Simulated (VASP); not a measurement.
# Te (Fd-3m) in VASP: further runs, part 2 of 2

VASP 6.6.1. The steps go on from the part before.

## (5) Single point, BLYP

This run uses another cell than the first one, of 50.14 Å³/atom, 1.136 times its volume.

Contents of INCAR:

```
PREC = Accurate
ENCUT = 520
EDIFF = 1E-7
ISMEAR = -1
SIGMA = 0.1
LREAL = F
LASPH = T
NELM = 60
ALGO = Normal
ISIF = 2
LWAVE = F
LCHARG = F
GGA = B5
ALDAX = 1.0
AGGAX = 1.0
AGGAC = 1.0
ALDAC = 0.0
NBANDS = 13
```

Contents of KPOINTS:

```
Automatic mesh
0
Gamma
  8 8 8
```

Contents of POSCAR:

```
Te
1.0
    0.0000000000      3.6873690042      3.6873690042
    3.6873690042      0.0000000000      3.6873690042
    3.6873690042      3.6873690042      0.0000000000
Te
2
Direct
    0.1250000000      0.1250000000      0.1250000000
    0.8750000000      0.8750000000      0.8750000000
```

Potentials or basis: VASP PAW PBE potentials, release 64 (Te).

Command:

```bash
cat potpaw_PBE.64/Te/POTCAR > POTCAR
mpirun -np 1 vasp_std > vasp.out
```

OUTCAR:

```text
PREC = Accurate
   ENCUT = 520
   EDIFF = 1E-7
   ISMEAR = -1
   LREAL = F
   LASPH = T
   NELM = 60
   ISIF = 2
   GGA = B5

 ion  position               nearest neighbor table
   1  0.125  0.125  0.125-   2 3.19   2 3.19   2 3.19   2 3.19
   2  0.875  0.875  0.875-   1 3.19   1 3.19   1 3.19   1 3.19

  LATTYP: Found a face centered cubic cell.
 ALAT       =     7.3747380084

  Lattice vectors:

 A1 = (   0.0000000000,   3.6873690042,   3.6873690042)
 A2 = (   3.6873690042,   0.0000000000,   3.6873690042)
 A3 = (   3.6873690042,   3.6873690042,   0.0000000000)

Analysis of symmetry for initial positions (statically):
=====================================================================
 Subroutine PRICEL returns:
 Original cell was already a primitive cell.

 Routine SETGRP: Setting up the symmetry group for a
 face centered cubic supercell.

 Subroutine GETGRP returns: Found 48 space group operations
 (whereof 12 operations were pure point group operations)
 out of a pool of 48 trial point group operations.

The static configuration has the point symmetry D_3d.
 The point group associated with its full space group is O_h .

Analysis of symmetry for dynamics (positions and initial velocities):
=====================================================================
 Subroutine PRICEL returns:
 Original cell was already a primitive cell.

 Routine SETGRP: Setting up the symmetry group for a
 face centered cubic supercell.

 Subroutine GETGRP returns: Found 48 space group operations
 (whereof 12 operations were pure point group operations)
 out of a pool of 48 trial point group operations.

The dynamic configuration has the point symmetry D_3d.
 The point group associated with its full space group is O_h .

 Subroutine INISYM returns: Found 48 space group operations
 (whereof 12 operations are pure point group operations),
 and found     1 'primitive' translations

----------------------------------------------------------------------------------------

                                     Primitive cell

  volume of cell :     100.2720

  direct lattice vectors                    reciprocal lattice vectors
     0.000000000  3.687369004  3.687369004    -0.135598037  0.135598037  0.135598037
     3.687369004  0.000000000  3.687369004     0.135598037 -0.135598037  0.135598037
     3.687369004  3.687369004  0.000000000     0.135598037  0.135598037 -0.135598037

  length of vectors
     5.214727255  5.214727255  5.214727255     0.234862690  0.234862690  0.234862690

  position of ions in fractional coordinates (direct lattice)
     0.125000000  0.125000000  0.125000000
     0.875000000  0.875000000  0.875000000

  ion indices of the primitive-cell ions
   primitive index   ion index
                 1           1
                 2           2

----------------------------------------------------------------------------------------

 KPOINTS: Automatic mesh

Automatic generation of k-mesh.
 Grid dimensions read from file:
 generate k-points for:    8    8    8

 Generating k-lattice:

  Cartesian coordinates                     Fractional coordinates (reciprocal lattice)
    -0.016949755  0.016949755  0.016949755     0.125000000  0.000000000  0.000000000
     0.016949755 -0.016949755  0.016949755     0.000000000  0.125000000  0.000000000
     0.016949755  0.016949755 -0.016949755     0.000000000  0.000000000  0.125000000

  Length of vectors
     0.029357836  0.029357836  0.029357836

  Shift w.r.t. Gamma in fractional coordinates (k-lattice)
     0.000000000  0.000000000  0.000000000

 Subroutine IBZKPT returns following result:
 ===========================================

 Found     29 irreducible k-points:

 Following reciprocal coordinates:
            Coordinates               Weight
  0.000000  0.000000  0.000000      1.000000
  0.125000  0.000000  0.000000      8.000000
  0.250000  0.000000  0.000000      8.000000
  0.375000  0.000000  0.000000      8.000000
  0.500000  0.000000  0.000000      4.000000
  0.125000  0.125000  0.000000      6.000000
[... 16 lines left out ...]
  0.500000  0.250000  0.125000     48.000000
 -0.375000  0.250000  0.125000     24.000000
 [... further k-points ...]
   k-points           NKPTS =     29   k-points in BZ     NKDIM =     29   number of bands    NBANDS=     13
   number of dos      NEDOS =    301   number of ions     NIONS =      2
   total plane-waves  NPLWV =  64000
   dimension x,y,z NGX =    40 NGY =   40 NGZ =   40
   dimension x,y,z NGXF=    80 NGYF=   80 NGZF=   80
   ions per type =               2
   NGX,Y,Z   is equivalent  to a cutoff of  12.75, 12.75, 12.75 a.u.
   NGXF,Y,Z  is equivalent  to a cutoff of  25.50, 25.50, 25.50 a.u.
 SYSTEM =  unknown system
   PREC   = accura    normal or accurate (medium, high low for compatibility)
   ISTART =      0    job   : 0-new  1-cont  2-samecut
   ICHARG =      2    charge: 1-file 2-atom 10-const
   ISPIN  =      1    spin polarized calculation?
   LNONCOLLINEAR =      F non collinear calculations
   LSORBIT =      F    spin-orbit coupling
   LASPH  =      T    aspherical Exc in radial PAW
   ENCUT  =  520.0 eV  38.22 Ry    6.18 a.u.   9.70  9.70  9.70*2*pi/ulx,y,z
   NELM   =     60;   NELMIN=  2; NELMDL= -5     # of ELM steps
   EDIFF  = 0.1E-06   stopping-criterion for ELM
   LREAL  =      F    real-space projection
   EDIFFG = 0.1E-05   stopping-criterion for IOM
   NSW    =      0    number of steps for IOM
   IBRION =     -1    ionic relax: 0-MD 1-quasi-New 2-CG
   NFREE  =      0    steps in history (QN), initial steepest desc. (CG)
   ISIF   =      2    stress and relaxation
   ISYM   =      2    0-nonsym 1-usesym 2-fastsym
   POTIM  = 0.5000    time-step for ionic-motion
   TEBEG  =    0.0;   TEEND  =   0.0 temperature during run
   PSTRESS=    0.0 pullay stress
   NELECT =      12.0000    total number of electrons
   NUPDOWN=      -1.0000    fix difference up-down
   EMIN   =  10.00;   EMAX   =-10.00  energy-range for DOS
   EFERMI =   0.00;   METHOD = LEGACY
   ISMEAR =    -1;   SIGMA  =   0.10  broadening in eV -4-tet -1-fermi 0-gaus
   EFERMI_NEDOS =   21; number of points for ismear=-14 and -15
   IALGO  =     38    algorithm
   IMIX   =      4    mixing-type and parameters
     AMIX     =   0.40;   BMIX     =  1.00
     AMIX_MAG =   1.60;   BMIX_MAG =  1.00
  volume/ion in A,a.u.               =      50.14       338.33
  Fermi-wavevector in a.u.,A,eV,Ry     =   0.806756  1.524547  8.855414  0.650855
  Thomas-Fermi vector in A             =   1.915247
   LORBIT       =      0    0 simple, 1 ext, 2 COOP (PROOUT), +10 PAW based schemes
   GGA     = B5    functional components
   LHFCALC =     F    Hartree Fock is set to
   AEXX    =    0.0000 exact exchange contribution
   IVDW    =     0    specifies the selected vdW correction
   LEPSILON=     F    determine dielectric tensor
   LRPA    =     F    only Hartree local field effects (RPA)
 non-spin polarized calculation
  energy-cutoff  :      520.00
  volume of cell :      100.27
 maximum number of plane-waves:      2733
   NGX = 19   NGY = 19   NGZ = 19

 number of electron      11.9999999 magnetization

 Free energy of the ion-electron system (eV)
  ---------------------------------------------------
  ext. energy  EPLUGINS =         0.00000000
  ---------------------------------------------------
  free energy    TOTEN  =        -4.55105375 eV

  energy without entropy =       -4.48181932  energy(sigma->0) =       -4.51643653

 E-fermi :   2.9081     XC(G=0):  -6.7630

 val. band max:        2.9054011536   @ k =  -0.2500   0.1250   0.0000
 cond. band min:       2.9488357563   @ k =   0.5000   0.1250   0.0000
 fundamental gap:      0.0434346027
 Fermi energy:         2.9080507367

 k-point     1 :       0.0000    0.0000    0.0000
  band No.  band energies     occupation
      1      -9.5623      2.00000
      2      -6.0122      2.00000
      3       0.2297      2.00000
      4       0.2297      2.00000
      5       0.2297      2.00000
      6       2.3455      1.99282
      7       2.3455      1.99282
      8       2.3455      1.99282
      9       6.7985      0.00000
     10       9.0633      0.00000
     11       9.0633      0.00000
     12      10.4724      0.00000
     13      10.4724      0.00000
[... 353 lines left out ...]
 k-point    24 :      -0.3750    0.2500    0.1250
  band No.  band energies     occupation
      1      -8.6649      2.00000
      2      -7.5175      2.00000
      3      -1.0121      2.00000
      4      -0.5397      2.00000
      5       0.8776      2.00000
      6       2.7534      1.64868
      7       3.6444      0.00127
      8       4.0884      0.00001
      9       7.8721      0.00000
     10       8.5052      0.00000
     11       9.4347      0.00000
     12      10.1914      0.00000
     13      11.3475      0.00000

 [... further k-points ...]
[... 5 lines left out ...]
  --------------------------------------------------------------------------------------
  -------------------------------------------------------------------------------------
  Total        0.0726193      0.0726193      0.0726193     -0.0000000      0.0000000      0.0000000
  in kB        1.1603334      1.1603334      1.1603334     -0.0000000      0.0000000      0.0000000
  external PRESSURE =       1.1603334 kB  Pullay stress =       0.0000000 kB

 VOLUME and BASIS-vectors are now :
 -----------------------------------------------------------------------------
  energy-cutoff  :      520.00
  volume of cell :      100.27
      direct lattice vectors                 reciprocal lattice vectors
     0.000000000  3.687369004  3.687369004    -0.135598037  0.135598037  0.135598037
     3.687369004  0.000000000  3.687369004     0.135598037 -0.135598037  0.135598037
     3.687369004  3.687369004  0.000000000     0.135598037  0.135598037 -0.135598037

 POSITION                                       TOTAL-FORCE (eV/Angst)
 -----------------------------------------------------------------------------------
      0.92184      0.92184      0.92184        -0.000000      0.000000      0.000000
      6.45290      6.45290      6.45290         0.000000     -0.000000     -0.000000
 -----------------------------------------------------------------------------------
    total drift:                                0.000000      0.000000      0.000000

  FREE ENERGIE OF THE ION-ELECTRON SYSTEM (eV)
  ---------------------------------------------------
  free  energy   TOTEN  =        -4.5510537452 eV

  energy  without entropy=       -4.4818193242  energy(sigma->0) =       -4.51643653
```

It took 27 s on 1 thread of Intel Xeon 6975P-C (Granite Rapids), shared host; peak memory 0.24 GiB.

What came out:

* Free energy: -4.5511 eV
* Pressure: 0.1 GPa
* Band gap on the k mesh: zero (band 6 reaches 3.17 eV, above the bottom of band 7 at 2.35 eV)

Caveat: the PAW data sets were made with another functional, which shifts forces and pressure a little; spin-orbit coupling is left out, which moves the levels of the heavy elements.

## (6) Single point, BLYP (volume scaled by 1.04)

Contents of INCAR:

```
PREC     = Accurate       # precision mode
ENCUT    = 520            # plane-wave cutoff, eV
EDIFF    = 1E-6           # SCF threshold, eV
ISMEAR   = -1             # smearing method
SIGMA    = 0.1            # smearing width, eV
LREAL    = F              # projectors in reciprocal space
LASPH    = T              # aspherical terms in the spheres
NELM     = 80             # most SCF steps
ALGO     = Normal         # electronic algorithm
ISIF     = 2              # what is computed and relaxed
LWAVE    = F              # write WAVECAR
LCHARG   = F              # write CHGCAR
GGA      = B5             # functional
ALDAX    = 1.0          
AGGAX    = 1.0          
AGGAC    = 1.0          
ALDAC    = 0.0          
NBANDS   = 13             # bands
```

Contents of KPOINTS:

```
regular mesh
0
Gamma
  8 8 8
```

Contents of POSCAR:

```
Te
1.0
    0.0000000000      3.7358925820      3.7358925820
    3.7358925820      0.0000000000      3.7358925820
    3.7358925820      3.7358925820      0.0000000000
Te
2
Direct
    0.1250000000      0.1250000000      0.1250000000
    0.8750000000      0.8750000000      0.8750000000
```

Potentials or basis: VASP PAW PBE potentials, release 64 (Te).

Command:

```bash
cat potpaw_PBE.64/Te/POTCAR > POTCAR
mpirun -np 1 vasp_std > vasp.out
```

Run time: 21 s. Hardware: 1 thread of Intel Xeon 6975P-C (Granite Rapids), shared host; peak memory 0.24 GiB.

It converged, with:

| Property | Result |
| --- | --- |
| Free energy | -4.5437 eV |
| Pressure | -0.7 GPa |
| Band gap on the k mesh | zero (band 6 reaches 2.83 eV, above the bottom of band 7 at 2.05 eV) |

Levels at points of the mesh, in eV from the Fermi level:
| k point | band 4 | band 5 | band 6 | band 7 | band 8 | band 9 |
| --- | --- | --- | --- | --- | --- | --- |
| (0.00, 0.00, 0.00) | -2.56 | -2.56 | -0.52 | -0.52 | -0.52 | 3.92 |
| (0.50, 0.00, 0.00) | -3.06 | -3.03 | 0.27 | 0.27 | 1.08 | 5.75 |
| (0.50, 0.50, 0.00) | -3.59 | -1.41 | -1.41 | 1.52 | 1.52 | 5.21 |

Caveat: the cell differs from its parent crystal (volume scaled by 1.04); the PAW data sets were made with another functional, which shifts forces and pressure a little; spin-orbit coupling is left out, which moves the levels of the heavy elements.

## (7) The runs side by side

```tsv
cell	gap on the mesh (eV)	pressure (GPa)
a = 4.997 Å, angles 60.0°, 2 atoms	none	3.9
a = 5.072 Å, angles 60.0°, 2 atoms	none	2.4
a = 5.144 Å, angles 60.0°, 2 atoms	none	1.1
a = 5.215 Å, angles 60.0°, 2 atoms	none	0.1
a = 5.283 Å, angles 60.0°, 2 atoms	none	-0.7
```

Alike in all rows: task single point; level BLYP; potentials or basis VASP PAW PBE potentials, release 64 (Te); no spin polarisation; k mesh 8 × 8 × 8; cutoff (eV) 520; smearing fermi-dirac 0.1 eV.

Caveats: the PAW data sets were made with another functional, which shifts forces and pressure a little; spin-orbit coupling is left out, which moves the levels of the heavy elements.

Absolute energies hang on the potentials; compare differences alone.
